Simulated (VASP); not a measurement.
# Rh (Fd-3m) in VASP: further runs

The runs below take Rh through single point, with PBE.

Everything below comes from runs of VASP 6.6.1. Logs are shortened: lines on timing, memory, paths and dates and some standing lists are left out, and cuts for length are marked.

### 1 The cell of the first run

The structure is cubic, space group Fd-3m (No. 227). Conventional cell: a = 5.402 Å, b = 5.402 Å, c = 5.402 Å, α = 90.00°, β = 90.00°, γ = 90.00°. Rh (site symmetry -43m) has 4 Rh at 2.34 Å within 3.1 Å.

This isn't the form of Rh at room conditions, which is fcc.

### 2 Single point, PBE

INCAR reads:

```
PREC = Accurate ; ENCUT = 520
EDIFF = 1E-7 ; ISMEAR = -1
SIGMA = 0.06122561905347299 ; LREAL = False
LASPH = True ; NELM = 100
ALGO = Normal ; ISIF = 2
LWAVE = False ; LCHARG = False
GGA = PE ; NBANDS = 22
```

KPOINTS reads:

```
regular mesh
0
Gamma
  17 17 17
```

POSCAR reads:

```
Rh
1.0
    0.0000000000      2.7008708759      2.7008708759
    2.7008708759      0.0000000000      2.7008708759
    2.7008708759      2.7008708759      0.0000000000
Rh
2
Direct
    0.0000000000      0.0000000000      0.0000000000
    0.2500000000      0.2500000000      0.2500000000
```

Potentials or basis: VASP PAW PBE potentials, release 64 (Rh_pv).

Launch:

```bash
$ cat potpaw_PBE.64/Rh_pv/POTCAR > POTCAR
$ mpirun -np 1 vasp_std > vasp.out
```

OUTCAR:

```text
PREC = Accurate
   ENCUT = 520
   EDIFF = 1E-7
   ISMEAR = -1
   LREAL = False
   LASPH = True
   NELM = 100
   ISIF = 2
   GGA = PE

 ion  position               nearest neighbor table
   1  0.000  0.000  0.000-   2 2.34   2 2.34   2 2.34   2 2.34
   2  0.250  0.250  0.250-   1 2.34   1 2.34   1 2.34   1 2.34

  LATTYP: Found a face centered cubic cell.
 ALAT       =     5.4017417518

  Lattice vectors:

 A1 = (   0.0000000000,   2.7008708759,   2.7008708759)
 A2 = (   2.7008708759,   0.0000000000,   2.7008708759)
 A3 = (   2.7008708759,   2.7008708759,   0.0000000000)

Analysis of symmetry for initial positions (statically):
=====================================================================
 Subroutine PRICEL returns:
 Original cell was already a primitive cell.

 Routine SETGRP: Setting up the symmetry group for a
 face centered cubic supercell.

 Subroutine GETGRP returns: Found 48 space group operations
 (whereof 24 operations were pure point group operations)
 out of a pool of 48 trial point group operations.

The static configuration has the point symmetry T_d .
 The point group associated with its full space group is O_h .

Analysis of symmetry for dynamics (positions and initial velocities):
=====================================================================
 Subroutine PRICEL returns:
 Original cell was already a primitive cell.

 Routine SETGRP: Setting up the symmetry group for a
 face centered cubic supercell.

 Subroutine GETGRP returns: Found 48 space group operations
 (whereof 24 operations were pure point group operations)
 out of a pool of 48 trial point group operations.

The dynamic configuration has the point symmetry T_d .
 The point group associated with its full space group is O_h .

 Subroutine INISYM returns: Found 48 space group operations
 (whereof 24 operations are pure point group operations),
 and found     1 'primitive' translations

----------------------------------------------------------------------------------------

                                     Primitive cell

  volume of cell :      39.4041

  direct lattice vectors                    reciprocal lattice vectors
     0.000000000  2.700870876  2.700870876    -0.185125474  0.185125474  0.185125474
     2.700870876  0.000000000  2.700870876     0.185125474 -0.185125474  0.185125474
     2.700870876  2.700870876  0.000000000     0.185125474  0.185125474 -0.185125474

  length of vectors
     3.819608223  3.819608223  3.819608223     0.320646726  0.320646726  0.320646726

  position of ions in fractional coordinates (direct lattice)
     0.000000000  0.000000000  0.000000000
     0.250000000  0.250000000  0.250000000

  ion indices of the primitive-cell ions
   primitive index   ion index
                 1           1
                 2           2

----------------------------------------------------------------------------------------

 KPOINTS: regular mesh

Automatic generation of k-mesh.
 Grid dimensions read from file:
 generate k-points for:   17   17   17

 Generating k-lattice:

  Cartesian coordinates                     Fractional coordinates (reciprocal lattice)
    -0.010889734  0.010889734  0.010889734     0.058823529  0.000000000  0.000000000
     0.010889734 -0.010889734  0.010889734     0.000000000  0.058823529  0.000000000
     0.010889734  0.010889734 -0.010889734     0.000000000  0.000000000  0.058823529

  Length of vectors
     0.018861572  0.018861572  0.018861572

  Shift w.r.t. Gamma in fractional coordinates (k-lattice)
     0.000000000  0.000000000  0.000000000

 Subroutine IBZKPT returns following result:
 ===========================================

 Found    165 irreducible k-points:

 Following reciprocal coordinates:
            Coordinates               Weight
  0.000000  0.000000  0.000000      1.000000
  0.058824  0.000000  0.000000      8.000000
  0.117647  0.000000  0.000000      8.000000
  0.176471  0.000000  0.000000      8.000000
  0.235294  0.000000  0.000000      8.000000
  0.294118  0.000000  0.000000      8.000000
[... 16 lines left out ...]
 -0.176471  0.058824  0.000000     24.000000
 -0.117647  0.058824  0.000000     24.000000
 [... further k-points ...]
   k-points           NKPTS =    165   k-points in BZ     NKDIM =    165   number of bands    NBANDS=     22
   number of dos      NEDOS =    301   number of ions     NIONS =      2
   total plane-waves  NPLWV =  21952
   dimension x,y,z NGX =    28 NGY =   28 NGZ =   28
   dimension x,y,z NGXF=    56 NGYF=   56 NGZF=   56
   ions per type =               2
   NGX,Y,Z   is equivalent  to a cutoff of  12.19, 12.19, 12.19 a.u.
   NGXF,Y,Z  is equivalent  to a cutoff of  24.37, 24.37, 24.37 a.u.
 SYSTEM =  unknown system
   PREC   = accura    normal or accurate (medium, high low for compatibility)
   ISTART =      0    job   : 0-new  1-cont  2-samecut
   ICHARG =      2    charge: 1-file 2-atom 10-const
   ISPIN  =      1    spin polarized calculation?
   LNONCOLLINEAR =      F non collinear calculations
   LSORBIT =      F    spin-orbit coupling
   LASPH  =      T    aspherical Exc in radial PAW
   ENCUT  =  520.0 eV  38.22 Ry    6.18 a.u.   7.10  7.10  7.10*2*pi/ulx,y,z
   NELM   =    100;   NELMIN=  2; NELMDL= -5     # of ELM steps
   EDIFF  = 0.1E-06   stopping-criterion for ELM
   LREAL  =      F    real-space projection
   EDIFFG = 0.1E-05   stopping-criterion for IOM
   NSW    =      0    number of steps for IOM
   IBRION =     -1    ionic relax: 0-MD 1-quasi-New 2-CG
   NFREE  =      0    steps in history (QN), initial steepest desc. (CG)
   ISIF   =      2    stress and relaxation
   ISYM   =      2    0-nonsym 1-usesym 2-fastsym
   POTIM  = 0.5000    time-step for ionic-motion
   TEBEG  =    0.0;   TEEND  =   0.0 temperature during run
   PSTRESS=    0.0 pullay stress
   NELECT =      30.0000    total number of electrons
   NUPDOWN=      -1.0000    fix difference up-down
   EMIN   =  10.00;   EMAX   =-10.00  energy-range for DOS
   EFERMI =   0.00;   METHOD = LEGACY
   ISMEAR =    -1;   SIGMA  =   0.06  broadening in eV -4-tet -1-fermi 0-gaus
   EFERMI_NEDOS =   21; number of points for ismear=-14 and -15
   IALGO  =     38    algorithm
   IMIX   =      4    mixing-type and parameters
     AMIX     =   0.40;   BMIX     =  1.00
     AMIX_MAG =   1.60;   BMIX_MAG =  1.00
  volume/ion in A,a.u.               =      19.70       132.96
  Fermi-wavevector in a.u.,A,eV,Ry     =   1.494863  2.824882 30.403793  2.234616
  Thomas-Fermi vector in A             =   2.607082
   LORBIT       =      0    0 simple, 1 ext, 2 COOP (PROOUT), +10 PAW based schemes
   GGA     = PE    functional components
   LHFCALC =     F    Hartree Fock is set to
   AEXX    =    0.0000 exact exchange contribution
   IVDW    =     0    specifies the selected vdW correction
   LEPSILON=     F    determine dielectric tensor
   LRPA    =     F    only Hartree local field effects (RPA)
 non-spin polarized calculation
  energy-cutoff  :      520.00
  volume of cell :       39.40
 maximum number of plane-waves:      1073
   NGX = 15   NGY = 15   NGZ = 15

 number of electron      29.9999992 magnetization

 Free energy of the ion-electron system (eV)
  ---------------------------------------------------
  ext. energy  EPLUGINS =         0.00000000
  ---------------------------------------------------
  free energy    TOTEN  =       -12.24804062 eV

  energy without entropy =      -12.20982074  energy(sigma->0) =      -12.22893068

 E-fermi :   7.1408     XC(G=0): -11.4594

 val. band max:        7.1331320901   @ k =  -0.1176   0.1765   0.0588
 cond. band min:       7.1467999078   @ k =   0.2353   0.1765   0.0588
 fundamental gap:      0.0136678178
 Fermi energy:         7.1407996044

 k-point     1 :       0.0000    0.0000    0.0000
  band No.  band energies     occupation
      1     -40.1999      2.00000
      2     -40.1999      2.00000
      3     -40.1999      2.00000
      4     -39.4742      2.00000
      5     -39.4742      2.00000
      6     -39.4742      2.00000
[... 14 lines left out ...]
     21      20.1550      0.00000
     22      20.4169      0.00000

 k-point     2 :       0.0588    0.0000    0.0000
  band No.  band energies     occupation
      1     -40.2027      2.00000
      2     -40.2027      2.00000
      3     -40.1991      2.00000
      4     -39.4752      2.00000
      5     -39.4712      2.00000
      6     -39.4712      2.00000
[... 14 lines left out ...]
     21      19.9196      0.00000
     22      20.6791      0.00000

 k-point     3 :       0.1176    0.0000    0.0000
  band No.  band energies     occupation
      1     -40.2108      2.00000
      2     -40.2108      2.00000
      3     -40.1971      2.00000
      4     -39.4780      2.00000
      5     -39.4629      2.00000
      6     -39.4629      2.00000
[... 14 lines left out ...]
     21      19.4330      0.00000
     22      21.1329      0.00000

 k-point     4 :       0.1765    0.0000    0.0000
  band No.  band energies     occupation
      1     -40.2226      2.00000
      2     -40.2226      2.00000
      3     -40.1940      2.00000
      4     -39.4824      2.00000
      5     -39.4506      2.00000
      6     -39.4506      2.00000
[... 14 lines left out ...]
     21      18.8799      0.00000
     22      21.3584      0.00000

 k-point     5 :       0.2353    0.0000    0.0000
  band No.  band energies     occupation
      1     -40.2364      2.00000
      2     -40.2364      2.00000
      3     -40.1903      2.00000
      4     -39.4875      2.00000
      5     -39.4362      2.00000
      6     -39.4362      2.00000
[... 417 lines left out ...]
 k-point    22 :      -0.2353    0.0588    0.0000
  band No.  band energies     occupation
      1     -40.2567      2.00000
      2     -40.2379      2.00000
      3     -40.1777      2.00000
      4     -39.5002      2.00000
      5     -39.4346      2.00000
      6     -39.4160      2.00000
[... 14 lines left out ...]
     21      18.8039      0.00000
     22      20.9253      0.00000

 k-point    23 :      -0.1765    0.0588    0.0000
  band No.  band energies     occupation
      1     -40.2411      2.00000
      2     -40.2242      2.00000
      3     -40.1839      2.00000
      4     -39.4928      2.00000
      5     -39.4489      2.00000
      6     -39.4319      2.00000
[... 14 lines left out ...]
     21      19.5007      0.00000
     22      20.9931      0.00000

 k-point    24 :      -0.1176    0.0588    0.0000
  band No.  band energies     occupation
      1     -40.2257      2.00000
      2     -40.2126      2.00000
      3     -40.1899      2.00000
      4     -39.4858      2.00000
      5     -39.4609      2.00000
      6     -39.4476      2.00000
[... 14 lines left out ...]
     21      20.0750      0.00000
     22      20.7188      0.00000

 [... further k-points ...]

------------------------ aborting loop because EDIFF is reached ----------------------------------------

  FORCE on cell =-STRESS in cart. coord.  units (eV):
  Direction    XX          YY          ZZ          XY          YZ          ZX
  --------------------------------------------------------------------------------------
  -------------------------------------------------------------------------------------
  Total        2.3072127      2.3072127      2.3072127      0.0000000      0.0000000     -0.0000000
  in kB       93.8116457     93.8116457     93.8116457      0.0000000      0.0000000     -0.0000000
  external PRESSURE =      93.8116457 kB  Pullay stress =       0.0000000 kB

 VOLUME and BASIS-vectors are now :
 -----------------------------------------------------------------------------
  energy-cutoff  :      520.00
  volume of cell :       39.40
      direct lattice vectors                 reciprocal lattice vectors
     0.000000000  2.700870876  2.700870876    -0.185125474  0.185125474  0.185125474
     2.700870876  0.000000000  2.700870876     0.185125474 -0.185125474  0.185125474
     2.700870876  2.700870876  0.000000000     0.185125474  0.185125474 -0.185125474

 POSITION                                       TOTAL-FORCE (eV/Angst)
 -----------------------------------------------------------------------------------
      0.00000      0.00000      0.00000        -0.000000      0.000000     -0.000000
      1.35044      1.35044      1.35044         0.000000     -0.000000      0.000000
 -----------------------------------------------------------------------------------
    total drift:                                0.000000      0.000000      0.000000

  FREE ENERGIE OF THE ION-ELECTRON SYSTEM (eV)
  ---------------------------------------------------
  free  energy   TOTEN  =       -12.2480406224 eV

  energy  without entropy=      -12.2098207366  energy(sigma->0) =      -12.22893068
```

Run time: 3.3 min. Hardware: 1 thread of Intel Xeon 8259CL, shared host; peak memory 0.24 GiB.

What came out:

| Item | Value |
| --- | --- |
| Free energy | -12.2480 eV |
| Pressure | 9.4 GPa |
| Band gap on the k mesh | zero (bands 15 and 16 overlap by 1.35 eV) |

Caveat: the cell stands under pressure.

### 3 Single point, PBE

INCAR reads:

```
SYSTEM = Rh
PREC     = Accurate       ! precision mode
ENCUT    = 520            ! plane-wave cutoff, eV
EDIFF    = 1E-6           ! SCF threshold, eV
ISMEAR   = -1             ! smearing method
SIGMA    = 0.06122561905347299 ! smearing width, eV
LREAL    = .False.        ! projectors in reciprocal space
LASPH    = .True.         ! aspherical terms in the spheres
NELM     = 60             ! most SCF steps
ALGO     = Normal         ! electronic algorithm
ISIF     = 2              ! what is computed and relaxed
LWAVE    = .False.        ! write WAVECAR
LCHARG   = .False.        ! write CHGCAR
GGA      = PE             ! functional
NBANDS   = 22             ! bands
```

KPOINTS reads:

```
regular mesh
0
Gamma
  17 17 17
  0 0 0
```

POSCAR is that of step 2.

Potentials or basis: VASP PAW PBE potentials, release 64 (Rh_pv).

Launch:

```bash
$ cat potpaw_PBE.64/Rh_pv/POTCAR > POTCAR
$ mpirun -np 1 vasp_std > vasp.out
```

Run time: 2.4 min. Hardware: 1 thread of Intel Xeon 8259CL, shared host; peak memory 0.24 GiB.

Results (log left out):

- Free energy: -12.2480 eV
- Pressure: 9.4 GPa
- Band gap on the k mesh: zero (bands 15 and 16 overlap by 1.35 eV)

Levels at points of the mesh, in eV from the Fermi level:
| k point | band 11 | band 12 | band 13 | band 14 | band 15 | band 16 | band 17 | band 18 | band 19 | band 20 |
| --- | --- | --- | --- | --- | --- | --- | --- | --- | --- | --- |
| (0.00, 0.00, 0.00) | -4.18 | -4.18 | -1.54 | -1.54 | -1.54 | 0.42 | 0.42 | 12.72 | 13.01 | 13.01 |

Caveat: the cell stands under pressure.

### 4 Single point, PBE

This run uses another cell than the first one, of 20.12 Å³/atom.

INCAR, as its differences from that of step 3:

```diff
@@ -8,3 +8,3 @@
 LASPH    = .True.         ! aspherical terms in the spheres
-NELM     = 60             ! most SCF steps
+NELM     = 80             ! most SCF steps
 ALGO     = Normal         ! electronic algorithm
@@ -12,4 +12,6 @@
 LWAVE    = .False.        ! write WAVECAR
-LCHARG   = .False.        ! write CHGCAR
+LCHARG   = .True.         ! write CHGCAR
 GGA      = PE             ! functional
+LELF     = .True.         ! ELF
+LVHAR    = .True.       
 NBANDS   = 22             ! bands
```

KPOINTS is that of step 3.

POSCAR reads:

```
Rh
1.0
    0.0000000000      2.7198917200      2.7198917200
    2.7198917200      0.0000000000      2.7198917200
    2.7198917200      2.7198917200      0.0000000000
Rh
2
Direct
    0.0000000000      0.0000000000      0.0000000000
    0.2500000000      0.2500000000      0.2500000000
```

Launch:

```bash
$ cat potpaw_PBE.64/Rh_pv/POTCAR > POTCAR
$ mpirun -np 1 vasp_std > vasp.out
```

Run time: 2.7 min. Hardware: 1 thread of Intel Xeon 8259CL, shared host; peak memory 0.25 GiB.

Results (log left out):

```
Free energy            : -12.2882 eV
Pressure               : 5.9 GPa
Band gap on the k mesh : zero (bands 15 and 16 overlap by 1.30 eV)
```

Levels at points of the mesh, in eV from the Fermi level:
```tsv
k point	band 11	band 12	band 13	band 14	band 15	band 16	band 17	band 18	band 19	band 20
(0.00, 0.00, 0.00)	-4.07	-4.07	-1.50	-1.50	-1.50	0.40	0.40	12.65	12.91	12.91
```

Caveat: the cell stands under pressure.

### 5 Single point, PBE

This run uses another cell than the first one, of 20.12 Å³/atom.

INCAR reads:

```
ALGO     = Normal         # electronic algorithm
EDIFF    = 1E-6           # SCF threshold, eV
ENCUT    = 520            # plane-wave cutoff, eV
GGA      = PE             # functional
ISIF     = 2              # what is computed and relaxed
ISMEAR   = -1             # smearing method
LASPH    = True           # aspherical terms in the spheres
LCHARG   = True           # write CHGCAR
LELF     = True           # ELF
LREAL    = False          # projectors in reciprocal space
LVHAR    = True         
LWAVE    = False          # write WAVECAR
NBANDS   = 22             # bands
NELM     = 80             # most SCF steps
PREC     = Accurate       # precision mode
SIGMA    = 0.06122561905347299 # smearing width, eV
```

KPOINTS reads:

```
k-points
0
Gamma
  17 17 17
```

POSCAR is that of step 4.

Launch:

```bash
$ cat potpaw_PBE.64/Rh_pv/POTCAR > POTCAR
$ mpirun -np 1 vasp_std > vasp.out
```

Run time: 2.6 min. Hardware: 1 thread of Intel Xeon 8259CL, shared host; peak memory 0.25 GiB.

The run converged. Its results:

```yaml
Free_energy: -12.2882 eV
Pressure: 5.9 GPa
Band_gap_on_the_k_mesh: zero (bands 15 and 16 overlap by 1.30 eV)
```

Levels at points of the mesh, in eV from the Fermi level:
| k point | band 11 | band 12 | band 13 | band 14 | band 15 | band 16 | band 17 | band 18 | band 19 | band 20 |
| --- | --- | --- | --- | --- | --- | --- | --- | --- | --- | --- |
| (0.00, 0.00, 0.00) | -4.07 | -4.07 | -1.50 | -1.50 | -1.50 | 0.40 | 0.40 | 12.65 | 12.91 | 12.91 |

Caveat: the cell stands under pressure.

(Continued in part 2 of 2.)
